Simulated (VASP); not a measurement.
Wanted: the native input for a VASP 6.6.1 run.

| Quantity | Value |
| --- | --- |
| Task | single point |
| Functional | PBEsol |
| Potentials or basis | VASP PAW PBE potentials, release 64 (Cs_sv, Sb, Ca_sv, F) |
| Cutoff | 520 eV |
| k mesh | 1 × 1 × 1, shifted |
| Occupations | fermi-dirac, width 0.05 eV |
| Spin | no spin polarisation |
| Dipole correction | no |
| Further INCAR settings | LREAL = Auto; ALGO = Normal; EDIFF = 1e-06; NBANDS = 181; ISYM = -1 |

The structure of Cs4Ca3SbF12 (a cell with a defect) lies in POSCAR:

```
Cs4Ca3SbF12
1.0
    8.9888280000      0.0000000000      0.0000000000
    0.0000000000      8.9888280000      0.0000000000
    0.0000000000      0.0000000000      8.9888280000
Cs Sb Ca F
8 2 6 24
Direct
    0.9945620000      0.9768180000      0.9814320000
    0.0029940000      0.9873290000      0.5116340000
    0.9944770000      0.5224180000      0.9816580000
    0.0034690000      0.5122400000      0.5116120000
    0.5105730000      0.0047520000      0.9986110000
    0.5109670000      0.0059910000      0.4902600000
    0.5103120000      0.4947960000      0.9989300000
    0.5117530000      0.4939700000      0.4899770000
    0.2316980000      0.2497820000      0.2216940000
    0.2507510000      0.2498980000      0.7679740000
    0.2517080000      0.7498570000      0.2470700000
    0.2588760000      0.7498090000      0.7482360000
    0.7772970000      0.2497930000      0.2353200000
    0.7521860000      0.2499410000      0.7423410000
    0.7544120000      0.7498960000      0.2459890000
    0.7479800000      0.7498640000      0.7428280000
    0.0089200000      0.2494690000      0.1083570000
    0.3233010000      0.2505550000      0.4249260000
    0.2553410000      0.7497980000      0.9991230000
    0.2552660000      0.7499900000      0.4967930000
    0.7356370000      0.2501510000      0.9863400000
    0.7531380000      0.2498680000      0.4910820000
    0.7467160000      0.7499280000      0.9940530000
    0.7524320000      0.7500170000      0.4947020000
    0.0531950000      0.2496890000      0.3646250000
    0.9974200000      0.2499050000      0.7660530000
    0.0044170000      0.7499770000      0.2470800000
    0.0036930000      0.7496640000      0.7426860000
    0.5281880000      0.2495020000      0.2178480000
    0.5031050000      0.2501800000      0.7476840000
    0.5014800000      0.7499910000      0.2473010000
    0.5033170000      0.7499260000      0.7430010000
    0.2335190000      0.0046180000      0.2448850000
    0.2562280000      0.9953940000      0.7618520000
    0.2331020000      0.4951040000      0.2444670000
    0.2564490000      0.5042290000      0.7608540000
    0.7680900000      0.9989340000      0.2443350000
    0.7504950000      0.9988880000      0.7417590000
    0.7681010000      0.5007650000      0.2443690000
    0.7506130000      0.5009280000      0.7415810000
```

These files were run (other wordings do the same):

INCAR

```
SYSTEM = Cs4Ca3SbF12
ALGO = Normal ; EDIFF = 1E-6
ENCUT = 520 ; GGA = PS
GGA_COMPAT = .FALSE. ; ISIF = 2
ISMEAR = -1 ; ISYM = -1
LASPH = .TRUE. ; LCHARG = .FALSE.
LREAL = Auto ; LWAVE = .FALSE.
NBANDS = 181 ; NELM = 120
PREC = Accurate ; SIGMA = 0.05
```

KPOINTS

```
explicit points
1
Reciprocal
  0.25000000   0.25000000   0.25000000 1
```

Potentials or basis: VASP PAW PBE potentials, release 64 (Cs_sv, Sb, Ca_sv, F).

Launch:

```sh
$ cat potpaw_PBE.64/Cs_sv/POTCAR potpaw_PBE.64/Sb/POTCAR potpaw_PBE.64/Ca_sv/POTCAR potpaw_PBE.64/F/POTCAR > POTCAR
$ mpirun -np 1 vasp_std > vasp.out
```

It gave:

The pressure is 1.4 GPa and the largest force is 0.104 eV/Å. The band gap on the k mesh is 1.84 eV.

Caveat: the PAW data sets were made with another functional, which shifts forces and pressure a little; spin-orbit coupling is left out, which moves the levels of the heavy elements.

It took 5.3 min on 1 thread of Intel(R) Xeon(R) Platinum 8259CL CPU @ 2.50GHz (Skylake/Cascade Lake), on a shared host, peak memory 0.74 GiB.
